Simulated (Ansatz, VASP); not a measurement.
**Sb in VASP and in Ansatz**

```
Sb
1.0
     3.06174    0.00000    0.00000
     0.00000    3.06174    0.00000
     0.00000    0.00000    3.06174
Sb
1
Direct
  0.00000 0.00000 0.00000
```

Alike in both runs: task relaxation of cell and atoms; functional PBEsol; k mesh 16 × 16 × 16; occupations fermi-dirac, width 0.15 eV; no spin polarisation.

|  | VASP | Ansatz |
| --- | --- | --- |
| version | VASP 6.6.1 | Ansatz 0.2.0 |
| potentials or method | VASP PAW PBE potentials, release 64 (Sb), cutoff 600 eV | scalar-relativistic, plane waves, PAW |
| valence electrons in the cell | 5 | 15 |

Ansatz gave:

```
gap on the k mesh at the Fermi level, each at its own relaxed structure (eV) : none
relaxed volume (Å³/atom)                                                     : 28.71
relaxed cell length with the largest relative difference (Å)                 : 3.062
```

**Question.** What did VASP give for the same quantities?

**Answer.** gap on the k mesh at the Fermi level, each at its own relaxed structure (eV): none; relaxed volume (Å³/atom): 28.77; relaxed cell length with the largest relative difference (Å): 3.064.

VASP's potentials were made for PBE, not for PBEsol. A gap of «none» marks a metal or a gap that the smearing closes. VASP's potentials hold 5 valence electrons a cell and Ansatz's 15, so a difference there can come from the potentials and not from the codes.

Spin-orbit coupling is off throughout.
